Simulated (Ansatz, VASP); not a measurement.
**InAg3 in VASP and in Ansatz**

```
In Ag
1.0
     4.15777    0.00000    0.00000
     0.00000    4.15777    0.00000
     0.00000    0.00000    4.15777
In Ag
1 3
Direct
  0.00000 0.00000 0.00000
  0.00000 0.50000 0.50000
  0.50000 0.00000 0.50000
  0.50000 0.50000 0.00000
```

Change from the starting cell: volume scaled by 1.01, crystal datasets.

Alike in both runs: task electric field gradients; functional PBEsol; k mesh 9 × 9 × 9; occupations fermi-dirac, width 0.05 eV; no spin polarisation.

```csv
,VASP,Ansatz
version,VASP 6.6.1,Ansatz 0.2.0
potentials or method,"VASP PAW PBE potentials, release 64 (In_d, Ag), cutoff 520 eV","all-electron PAW with datasets made for the crystal, scalar-relativistic"
```

VASP gave:

```
pressure (GPa)                                       : -1.3
size of Vzz on the site where it differs most (V/Å²) : 23.7
```

Problem. Which values does Ansatz return?

Solution. Pressure (GPa): -1.3; size of Vzz on the site where it differs most (V/Å²): 36.4.

VASP's potentials were made for PBE, not for PBEsol. Ansatz ran all-electron here, and VASP with PAW potentials.
